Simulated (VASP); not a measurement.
**Cs: single point with PBE**

The system is Cs.

```
CELL_PARAMETERS angstrom
-3.02250 2.97716 3.02250
3.02250 -2.97716 3.02250
3.02250 2.97716 -3.02250
ATOMIC_POSITIONS crystal
Cs 0.00000 0.00000 0.00000
```

This cell differs from its parent crystal: strain -0.0150 x Voigt [0, 1, 0, 0, 0, 0].

- Program: VASP 6.6.1
- Task: single point
- Functional: PBE
- Potentials or basis: VASP PAW PBE potentials, release 64 (Cs_sv)
- Cutoff: 520 eV
- k mesh: 12 × 12 × 12
- Occupations: gaussian, width 0.15 eV
- Spin: no spin polarisation
- Dipole correction: no
- Further INCAR settings: ALGO = Fast; EDIFF = 1e-06; NBANDS = 10

```
Pressure : 0.1 GPa
```

Levels at points of the mesh, in eV from the Fermi level:
```
           k point  band 2  band 3  band 4  band 5  band 6  band 7
(0.00, 0.00, 0.00)  -10.56  -10.56  -10.56   -1.73    2.48    2.55
(0.50, 0.00, 0.00)  -10.73  -10.62  -10.56    0.02    0.95    1.61
(0.00, 0.50, 0.00)  -10.73  -10.61  -10.56    0.00    0.91    1.68
(0.50, 0.50, 0.50)  -10.68  -10.68  -10.68    0.58    0.61    3.12
```

It took 110 s on 1 thread of Intel(R) Xeon(R) Platinum 8259CL CPU @ 2.50GHz (Skylake/Cascade Lake), on a shared host, peak memory 0.35 GiB.

Caveat: the cell differs from its parent crystal (strain -0.0150 x Voigt [0, 1, 0, 0, 0, 0]); spin-orbit coupling is left out, which moves the levels of the heavy elements.
